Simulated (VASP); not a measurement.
A run of VASP 6.6.1 is set up as follows.

File INCAR:

```
SYSTEM = HfO2
PREC     = Accurate       ! precision mode
ENCUT    = 520            ! plane-wave cutoff, eV
EDIFF    = 1E-6           ! SCF threshold, eV
ISMEAR   = 0              ! smearing method
SIGMA    = 0.05           ! smearing width, eV
LREAL    = .FALSE.        ! projectors in reciprocal space
LASPH    = .TRUE.         ! aspherical terms in the spheres
NELM     = 100            ! most SCF steps
ALGO     = Normal         ! electronic algorithm
ISIF     = 2              ! what is computed and relaxed
LWAVE    = .FALSE.        ! write WAVECAR
LCHARG   = .FALSE.        ! write CHGCAR
GGA      = PE             ! functional
NBANDS   = 31             ! bands
```

The input KPOINTS:

```
regular mesh
0
G
  6 6 8
  0 0 0
```

POSCAR

```
HfO2
1.0
    4.8812150602      0.0000000000      0.0000000000
    0.0000000000      4.8812150602      0.0000000000
    0.0000000000      0.0000000000      3.2378896156
Hf O
2 4
Direct
    0.0000000000      0.0000000000     -0.0626951577
    0.5000000000      0.5000000000      0.5626951577
    0.1948161092      0.8051838908      0.4798800679
    0.3051838908      0.3051838908      0.0201199321
    0.6948161092      0.6948161092      0.0201199321
    0.8051838908      0.1948161092      0.4798800679
```

Potentials or basis: VASP PAW PBE potentials, release 64 (Hf_pv, O).

Run with:

```sh
$ cat potpaw_PBE.64/Hf_pv/POTCAR potpaw_PBE.64/O/POTCAR > POTCAR
$ mpirun -np 1 vasp_std > vasp.out
```

(1) Predict the band gap on the k mesh.

(2) What does it give for the largest force?

(3) Estimate the pressure.

Results:

(1) 4.09 eV, direct.

(2) 1.304 eV/Å.

(3) -1.1 GPa.

Caveat: the cell differs from its parent crystal (mode 4 frozen in at -0.203 Å and mode 5 at +0.000 Å (largest displacements)); spin-orbit coupling is left out, which moves the levels of the heavy elements; forces of over 1 eV/Å act on the atoms, so gaps and moduli don't describe the material at rest.
